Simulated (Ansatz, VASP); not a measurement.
**I: VASP beside Ansatz**

```xyz
2
Lattice="7.1949 0.0000 0.0000 0.0000 5.0876 0.0000 0.0000 0.0000 25.4781" Properties=species:S:1:pos:R:3 pbc="T T T"
I     6.3848    3.4206   15.4626
I     8.6003    3.7227   17.1738
```

Alike in both runs: task single point; functional PBE; dispersion D3(BJ); k mesh 2 × 3 × 1; occupations gaussian, width 0.05 eV; no spin polarisation.

|  | VASP | Ansatz |
| --- | --- | --- |
| version | VASP 6.6.1 | Ansatz 0.2.0 |
| potentials or method | VASP PAW PBE potentials, release 64 (I), cutoff 400 eV | scalar-relativistic, plane waves, PAW |
| valence electrons in the cell | 14 | 34 |

```tsv
	VASP	Ansatz	Ansatz less VASP
gap on the k mesh at the Fermi level (eV)	1.19	1.18	-0.011
rms of the force components (eV/Å)	0.628	0.620	-0.0079
```

Atom by atom the forces differ by 0.008 eV/Å (rms over components). VASP's potentials hold 14 valence electrons a cell and Ansatz's 34, so a difference there can come from the potentials and not from the codes.

The k mesh is coarse, so the values compare programs but aren't converged. Neither program's run includes spin-orbit coupling.
